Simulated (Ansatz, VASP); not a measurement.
**One calculation of SrLaF5, two programs**

```
CELL_PARAMETERS angstrom
4.05297 0.00000 0.00000
0.00000 4.05297 0.00000
0.00000 0.00000 6.03826
ATOMIC_POSITIONS crystal
Sr 0.50000 0.50000 0.00000
La 0.00000 0.00000 0.50000
F 0.00000 0.50000 0.28476
F 0.00000 0.50000 0.71524
F 0.50000 0.00000 0.28476
F 0.50000 0.00000 0.71524
F 0.00000 0.00000 0.00000
```

Alike in both runs: task single point; functional r2SCAN; dispersion rVV10; k mesh 8 × 8 × 6; occupations fermi-dirac, width 0.03 eV; no spin polarisation.

```csv
,VASP,Ansatz
version,VASP 6.6.1,Ansatz 0.2.0
potentials or method,"VASP PAW PBE potentials, release 64 (Sr_sv, La, F)","plane waves, PAW"
plane-wave cutoff (eV),520,500
valence electrons in the cell,56,56
```

Ansatz gave:

- gap on the k mesh at the Fermi level (eV): 6.03
- pressure (GPa): 0.0
- rms of the force components (eV/Å): 0.000

Task: Estimate VASP's values.

Result: gap on the k mesh at the Fermi level (eV): 6.01; pressure (GPa): -0.2; rms of the force components (eV/Å): 0.013.

VASP's potentials were made for PBE, not for r2SCAN. Atom by atom the forces differ by 0.013 eV/Å (rms over components).

Neither program's run includes spin-orbit coupling.
